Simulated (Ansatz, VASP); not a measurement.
Al2GaSb3 in VASP and in Ansatz

The input INCAR:

```
  PREC = Accurate
  ENCUT = 520
  EDIFF = 1E-6
  ISMEAR = 0
  SIGMA = 0.1
  LREAL = F
  LASPH = T
  NELM = 100
  ALGO = Normal
  ISIF = 2
  LWAVE = F
  LCHARG = T
  GGA = PE
  LELF = T
  LVHAR = T
  NBANDS = 26
```

Contents of KPOINTS:

```
Automatic mesh
0
Gamma
  4 4 2
```

Contents of POSCAR:

```
Al2GaSb3
1.0
    3.8928161600      0.0000000000      0.0000000000
    0.0000000000      3.8928161600      0.0000000000
    0.0000000000      0.0000000000      8.5395611500
Al Ga Sb
2 1 3
Direct
    0.0000000000      0.5000000000      0.7372320300
    0.5000000000      0.0000000000      0.2627679700
    0.0000000000      0.0000000000      0.0000000000
    0.5000000000      0.5000000000      0.0000000000
    0.0000000000      0.5000000000      0.3774000100
    0.5000000000      0.0000000000      0.6225999900
```

Input for Ansatz:

```yaml
crystal:
  lattice:
    - [3.89281616, 0.0, 0.0]
    - [0.0, 3.89281616, 0.0]
    - [0.0, 0.0, 8.53956115]
  atoms:
    - { symbol: Al, position: [0.0, 0.5, 0.73723203] }
    - { symbol: Al, position: [0.5, 0.0, 0.26276797] }
    - { symbol: Ga, position: [0.0, 0.0, 0.0] }
    - { symbol: Sb, position: [0.5, 0.5, 0.0] }
    - { symbol: Sb, position: [0.0, 0.5, 0.37740001] }
    - { symbol: Sb, position: [0.5, 0.0, 0.62259999] }
basis:
  ecutwfc: 420
kpoints:
  mp_grid: { grid: [4, 4, 2] }
hamiltonian:
  xc: pbe
scf:
  occupations: { method: gaussian, width: 0.1 }
  lower_state_search: "off"
output:
  forces: true
  stress: true
  eigenvalues: true
```

Change from the starting cell: species swapped into the Hf2CuSb3 type (P-4m2, No. 115).

Alike in both runs: task single point; functional PBE; k mesh 4 × 4 × 2; occupations gaussian, width 0.1 eV; no spin polarisation.

|  | VASP | Ansatz |
| --- | --- | --- |
| version | VASP 6.6.1 | Ansatz 0.2.0 |
| potentials or method | VASP PAW PBE potentials, release 64 (Al, Ga_d, Sb), cutoff 520 eV | scalar-relativistic, plane waves, PAW |
| valence electrons in the cell | 34 | 64 |

|  | VASP | Ansatz | Ansatz less VASP |
| --- | --- | --- | --- |
| gap on the k mesh at the Fermi level (eV) | none | none | - |
| pressure (GPa) | 5.2 | 5.2 | -0.07 |
| traceless stress, the component that is largest in VASP (GPa) | -3.15 | -3.16 | -0.013 |
| rms of the force components (eV/Å) | 0.029 | 0.029 | -0.0005 |

Atom by atom the forces differ by 0.003 eV/Å (rms over components). A gap of «none» marks a metal or a gap that the smearing closes. With one functional, cell and mesh, what is left measures potentials, basis and numerics. VASP's potentials hold 34 valence electrons a cell and Ansatz's 64, so a difference there can come from the potentials and not from the codes.

The k mesh is coarse, so the values compare programs but aren't converged. Spin-orbit coupling is off throughout.
